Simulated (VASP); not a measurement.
# GaN (F-43m) in VASP: further runs

Runs on GaN. Level: r2SCAN. Tasks: dielectric tensor.

All numbers are computed with VASP 6.6.1; they aren't measurements. Logs are shortened: lines on timing, memory, paths and dates and some standing lists are left out, and cuts for length are marked.

### 1 The cell of the first run

Symmetry: F-43m, No. 216, cubic system. Conventional cell: a = 4.318 Å, b = 4.318 Å, c = 4.318 Å, α = 90.00°, β = 90.00°, γ = 90.00°. Ga (site symmetry -43m) has 4 N at 1.87 Å within 2.5 Å. Within 2.5 Å of N (site symmetry -43m) lie 4 Ga at 1.87 Å.

### 2 Dielectric tensor, r2SCAN (strain -4.0%)

File INCAR:

```
SYSTEM = GaN
PREC = Accurate ; ENCUT = 520
EDIFF = 1E-8 ; ISMEAR = 0
SIGMA = 0.01 ; LREAL = .False.
LASPH = .True. ; NELM = 80
ALGO = Normal ; ISIF = 2
LWAVE = .False. ; LCHARG = .False.
METAGGA = R2SCAN ; LMIXTAU = .True.
LCALCEPS = .True.
```

File KPOINTS:

```
regular mesh
0
Gamma
  8 8 8
  0 0 0
```

File POSCAR:

```
GaN
1.0
    0.0000000000      2.1589944395      2.1589944395
    2.1589944395      0.0000000000      2.1589944395
    2.1589944395      2.1589944395      0.0000000000
Ga N
1 1
Direct
    0.0000000000      0.0000000000      0.0000000000
    0.2500000000      0.2500000000      0.2500000000
```

Potentials or basis: VASP PAW PBE potentials, release 64 (Ga_d, N).

The run is started by

```sh
$ cat potpaw_PBE.64/Ga_d/POTCAR potpaw_PBE.64/N/POTCAR > POTCAR
$ mpirun -np 1 vasp_std > vasp.out
```

OUTCAR:

```text
SYSTEM = GaN
   PREC = Accurate
   ENCUT = 520
   EDIFF = 1E-8
   ISMEAR = 0
   LREAL = .False.
   LASPH = .True.
   NELM = 80
   ISIF = 2
   METAGGA = R2SCAN

 ion  position               nearest neighbor table
   1  0.000  0.000  0.000-   2 1.87   2 1.87   2 1.87   2 1.87
   2  0.250  0.250  0.250-   1 1.87   1 1.87   1 1.87   1 1.87

  LATTYP: Found a face centered cubic cell.
 ALAT       =     4.3179888790

  Lattice vectors:

 A1 = (   0.0000000000,   2.1589944395,   2.1589944395)
 A2 = (   2.1589944395,   0.0000000000,   2.1589944395)
 A3 = (   2.1589944395,   2.1589944395,   0.0000000000)

Analysis of symmetry for initial positions (statically):
=====================================================================
 Subroutine PRICEL returns:
 Original cell was already a primitive cell.

 Routine SETGRP: Setting up the symmetry group for a
 face centered cubic supercell.

 Subroutine GETGRP returns: Found 24 space group operations
 (whereof 24 operations were pure point group operations)
 out of a pool of 48 trial point group operations.

The static configuration has the point symmetry T_d .

Analysis of symmetry for dynamics (positions and initial velocities):
=====================================================================
 Subroutine PRICEL returns:
 Original cell was already a primitive cell.

 Routine SETGRP: Setting up the symmetry group for a
 face centered cubic supercell.

 Subroutine GETGRP returns: Found 24 space group operations
 (whereof 24 operations were pure point group operations)
 out of a pool of 48 trial point group operations.

The dynamic configuration has the point symmetry T_d .

 Subroutine INISYM returns: Found 24 space group operations
 (whereof 24 operations are pure point group operations),
 and found     1 'primitive' translations

----------------------------------------------------------------------------------------

                                     Primitive cell

  volume of cell :      20.1273

  direct lattice vectors                    reciprocal lattice vectors
     0.000000000  2.158994439  2.158994439    -0.231589295  0.231589295  0.231589295
     2.158994439  0.000000000  2.158994439     0.231589295 -0.231589295  0.231589295
     2.158994439  2.158994439  0.000000000     0.231589295  0.231589295 -0.231589295

  length of vectors
     3.053279217  3.053279217  3.053279217     0.401124425  0.401124425  0.401124425

  position of ions in fractional coordinates (direct lattice)
     0.000000000  0.000000000  0.000000000
     0.250000000  0.250000000  0.250000000

  ion indices of the primitive-cell ions
   primitive index   ion index
                 1           1
                 2           2

----------------------------------------------------------------------------------------

 KPOINTS: regular mesh

Automatic generation of k-mesh.
 Grid dimensions read from file:
 generate k-points for:    8    8    8

 Generating k-lattice:

  Cartesian coordinates                     Fractional coordinates (reciprocal lattice)
    -0.028948662  0.028948662  0.028948662     0.125000000  0.000000000  0.000000000
     0.028948662 -0.028948662  0.028948662     0.000000000  0.125000000  0.000000000
     0.028948662  0.028948662 -0.028948662     0.000000000  0.000000000  0.125000000

  Length of vectors
     0.050140553  0.050140553  0.050140553

  Shift w.r.t. Gamma in fractional coordinates (k-lattice)
     0.000000000  0.000000000  0.000000000

 Subroutine IBZKPT returns following result:
 ===========================================

 Found     29 irreducible k-points:

 Following reciprocal coordinates:
            Coordinates               Weight
  0.000000  0.000000  0.000000      1.000000
  0.125000  0.000000  0.000000      8.000000
  0.250000  0.000000  0.000000      8.000000
  0.375000  0.000000  0.000000      8.000000
  0.500000  0.000000  0.000000      4.000000
  0.125000  0.125000  0.000000      6.000000
[... 16 lines left out ...]
  0.500000  0.250000  0.125000     48.000000
 -0.375000  0.250000  0.125000     24.000000
 [... further k-points ...]
[... 16 lines left out ...]
   ENCUT  =  520.0 eV  38.22 Ry    6.18 a.u.   5.68  5.68  5.68*2*pi/ulx,y,z
   NELM   =     80;   NELMIN=  2; NELMDL= -5     # of ELM steps
   EDIFF  = 0.1E-07   stopping-criterion for ELM
   LREAL  =      F    real-space projection
   EDIFFG = 0.1E-06   stopping-criterion for IOM
   NSW    =      0    number of steps for IOM
   IBRION =     -1    ionic relax: 0-MD 1-quasi-New 2-CG
   NFREE  =      0    steps in history (QN), initial steepest desc. (CG)
   ISIF   =      2    stress and relaxation
   ISYM   =      2    0-nonsym 1-usesym 2-fastsym
   POTIM  = 0.5000    time-step for ionic-motion
   TEBEG  =    0.0;   TEEND  =   0.0 temperature during run
   PSTRESS=    0.0 pullay stress
   NELECT =      18.0000    total number of electrons
   NUPDOWN=      -1.0000    fix difference up-down
   EMIN   =  10.00;   EMAX   =-10.00  energy-range for DOS
   EFERMI =   0.00;   METHOD = LEGACY
   ISMEAR =     0;   SIGMA  =   0.01  broadening in eV -4-tet -1-fermi 0-gaus
   EFERMI_NEDOS =   21; number of points for ismear=-14 and -15
   IALGO  =     38    algorithm
   IMIX   =      4    mixing-type and parameters
     AMIX     =   0.40;   BMIX     =  1.00
     AMIX_MAG =   1.60;   BMIX_MAG =  1.00
  volume/ion in A,a.u.               =      10.06        67.91
  Fermi-wavevector in a.u.,A,eV,Ry     =   1.577263  2.980595 33.848015  2.487759
  Thomas-Fermi vector in A             =   2.677972
   LORBIT       =      0    0 simple, 1 ext, 2 COOP (PROOUT), +10 PAW based schemes
   METAGGA = R2SCAN    functional components
   LHFCALC =     F    Hartree Fock is set to
   AEXX    =    0.0000 exact exchange contribution
   IVDW    =     0    specifies the selected vdW correction
   LEPSILON=     F    determine dielectric tensor
   LRPA    =     F    only Hartree local field effects (RPA)
   LRPA       =     F
 non-spin polarized calculation
 Gauss-broadening in eV      SIGMA  =   0.01
  energy-cutoff  :      520.00
  volume of cell :       20.13
 maximum number of plane-waves:       560
   NGX = 11   NGY = 11   NGZ = 11

 Total electronic dipole moment: p[elc]=(    -0.00216    -0.00216    -0.00216 ) |e| Angst

 number of electron      17.9999991 magnetization

 Free energy of the ion-electron system (eV)
  ---------------------------------------------------
  ext. energy  EPLUGINS =         0.00000000
  ---------------------------------------------------
  free energy    TOTEN  =       -21.64245559 eV

  energy without entropy =      -21.64245559  energy(sigma->0) =      -21.64245559

 E-fermi :   6.5793     XC(G=0): -13.4128

 val. band max:        6.5210109187   @ k =   0.0000   0.0000   0.0000
 cond. band min:   10000.0000000000   @ k =   0.0000   0.0000   0.0000
 fundamental gap:   9993.4789890813
 Fermi energy:         6.5793017506

 k-point     1 :       0.0000    0.0000    0.0000
  band No.  band energies     occupation
      1     -11.4146      2.00000
      2      -7.4908      2.00000
      3      -7.4905      2.00000
      4      -7.4901      2.00000
      5      -6.9756      2.00000
      6      -6.9756      2.00000
      7       6.5209      2.00000
      8       6.5210      2.00000
      9       6.5210      2.00000
     10   10000.0000      0.00000
     11   10000.0000      0.00000
     12   10000.0000      0.00000
     13   10000.0000      0.00000
[... 354 lines left out ...]
  band No.  band energies     occupation
      1      -9.8743      2.00000
      2      -7.3256      2.00000
      3      -7.2369      2.00000
      4      -7.0169      2.00000
      5      -6.9327      2.00000
      6      -5.4632      2.00000
      7      -0.8141      2.00000
      8       3.0638      2.00000
      9       4.3818      2.00000
     10   10000.0000      0.00000
     11   10000.0000      0.00000
     12   10000.0000      0.00000
     13   10000.0000      0.00000

 [... further k-points ...]

------------------------ aborting loop because EDIFF is reached ----------------------------------------

            Ionic dipole moment: p[ion]=(     5.39749     5.39749     5.39749 ) |e| Angst

 Total electronic dipole moment: p[elc]=(    -0.00216    -0.00216     0.00225 ) |e| Angst

 MACROSCOPIC STATIC DIELECTRIC TENSOR (including local field effects)
 ------------------------------------------------------
           4.965994    -0.000000    -0.000000
           0.000000     4.965994    -0.000000
          -0.000000     0.000000     4.965994
 ------------------------------------------------------

 PIEZOELECTRIC TENSOR (including local field effects) (e Angst)
          XX          YY          ZZ          XY          YZ          ZX
  --------------------------------------------------------------------------------
  x    -0.00000     0.00000     0.00000     0.00000    -1.24420     0.00000
  y    -0.00000     0.00000    -0.00000    -0.00000     0.00000    -1.24420
  z    -0.00000    -0.00000     0.00000    -1.24420     0.00000     0.00000

 PIEZOELECTRIC TENSOR (including local field effects) (C/m^2)
          XX          YY          ZZ          XY          YZ          ZX
  --------------------------------------------------------------------------------
  x    -0.00000     0.00000     0.00000     0.00000    -0.99041     0.00000
  y    -0.00000     0.00000    -0.00000    -0.00000     0.00000    -0.99041
  z    -0.00000    -0.00000     0.00000    -0.99041     0.00000     0.00000

 BORN EFFECTIVE CHARGES (including local field effects) (in |e|, cummulative output)
 ---------------------------------------------------------------------------------
 ion    1
    1     2.60047     0.00000     0.00000
    2     0.00000     2.60047     0.00000
    3     0.00000     0.00000     2.60047
 ion    2
    1    -2.60047     0.00000     0.00000
    2     0.00000    -2.60047    -0.00000
    3    -0.00000    -0.00000    -2.60047

  FORCE on cell =-STRESS in cart. coord.  units (eV):
  Direction    XX          YY          ZZ          XY          YZ          ZX
  --------------------------------------------------------------------------------------
  -------------------------------------------------------------------------------------
  Total        4.1224138      4.1224138      4.1224138      0.0000000      0.0000000      0.0000000
  in kB      328.1539184    328.1539184    328.1539184      0.0000000      0.0000000      0.0000000
  external PRESSURE =     328.1539184 kB  Pullay stress =       0.0000000 kB

 VOLUME and BASIS-vectors are now :
 -----------------------------------------------------------------------------
  energy-cutoff  :      520.00
  volume of cell :       20.13
      direct lattice vectors                 reciprocal lattice vectors
     0.000000000  2.158994439  2.158994439    -0.231589295  0.231589295  0.231589295
     2.158994439  0.000000000  2.158994439     0.231589295 -0.231589295  0.231589295
     2.158994439  2.158994439  0.000000000     0.231589295  0.231589295 -0.231589295

 POSITION                                       TOTAL-FORCE (eV/Angst)
 -----------------------------------------------------------------------------------
      0.00000      0.00000      0.00000        -0.000000      0.000000     -0.000000
      1.07950      1.07950      1.07950         0.000000     -0.000000      0.000000
 -----------------------------------------------------------------------------------
    total drift:                                0.000010      0.000010      0.000010

  FREE ENERGIE OF THE ION-ELECTRON SYSTEM (eV)
  ---------------------------------------------------
  free  energy   TOTEN  =       -21.6424555930 eV

  energy  without entropy=      -21.6424555930  energy(sigma->0) =      -21.64245559
```

It took 26 min on 1 thread of Intel Xeon Platinum 8375C at 2.90GHz (Ice Lake), shared host; peak memory 0.31 GiB.

What came out:

```yaml
Band_gap_on_the_k_mesh: 2.97 eV
Electronic_dielectric_tensor_diagonal: 4.97
Born_charges_mean_of_the_diagonal: Ga +2.60; N -2.60 e
```

Electronic dielectric tensor:
```
4.97 0.00 0.00
0.00 4.97 0.00
0.00 0.00 4.97
```

Born effective charge tensors (e):
atom 1, Ga
```
2.60 0.00 0.00
0.00 2.60 0.00
0.00 0.00 2.60
```
atom 2, N
```
-2.60  0.00  0.00
 0.00 -2.60  0.00
 0.00  0.00 -2.60
```

Dipole moments of the cell (e·Å, modulo the quantum): ionic 5.397, 5.397, 5.397; electronic -0.002, -0.002, 0.002

Caveat: the cell differs from its parent crystal (strain -4.0%); the PAW data sets were made with another functional, which shifts forces and pressure a little.

(Continued in part 2 of 3.)
